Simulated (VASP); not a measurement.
Set up this calculation in VASP 6.6.1, as the native input.

```yaml
Task: single point
Functional: PBEsol
Potentials_or_basis: VASP PAW PBE potentials, release 64 (Tl_d, Pb_d, Cl)
Cutoff: 520 eV
k_mesh: 4 × 4 × 4
Occupations: fermi-dirac, width 0.03 eV
Spin: no spin polarisation
Dipole_correction: no
Further_INCAR_settings: ALGO = Normal; EDIFF = 1e-07; NBANDS = 43
```

The structure of Tl2PbCl4 lies in POSCAR:

```
Tl2PbCl4
1.0
    7.6093196228      0.0000000000      0.0000000000
    0.0000000000      7.6093196228      0.0000000000
    0.0000000000      0.0000000000      3.6757721601
Tl Pb Cl
2 1 4
Direct
    0.0000000000      0.5000000000      0.0000000000
    0.5000000000      0.0000000000      0.0000000000
    0.0000000000      0.0000000000      0.0000000000
    0.2224071523      0.7775928477      0.5015070825
    0.7775928477      0.7775928477      0.4984929175
    0.2224071523      0.2224071523      0.4984929175
    0.7775928477      0.2224071523      0.5015070825
```

These files were run (other wordings do the same):

INCAR

```
SYSTEM = Tl2PbCl4
PREC = Accurate
ENCUT = 520
EDIFF = 1E-7
ISMEAR = -1
SIGMA = 0.03
LREAL = .FALSE.
LASPH = .TRUE.
NELM = 80
ALGO = Normal
ISIF = 2
LWAVE = .FALSE.
LCHARG = .FALSE.
GGA = PS
NBANDS = 43
```

KPOINTS

```
Automatic mesh
0
G
  4 4 4
  0 0 0
```

Potentials or basis: VASP PAW PBE potentials, release 64 (Tl_d, Pb_d, Cl).

Launch:

```sh
$ cat potpaw_PBE.64/Tl_d/POTCAR potpaw_PBE.64/Pb_d/POTCAR potpaw_PBE.64/Cl/POTCAR > POTCAR
$ mpirun -np 1 vasp_std > vasp.out
```

Results of the run:

| Item | Value |
| --- | --- |
| Pressure | 0.0 GPa |
| Band gap on the k mesh | 2.16 eV |

Caveat: the k points lie up to 0.43 Å⁻¹ apart; the PAW data sets were made with another functional, which shifts forces and pressure a little; spin-orbit coupling is left out, which moves the levels of the heavy elements.

Run time: 5 min on 1 thread of AMD EPYC 7R13 (shared host), peak memory 0.36 GiB.
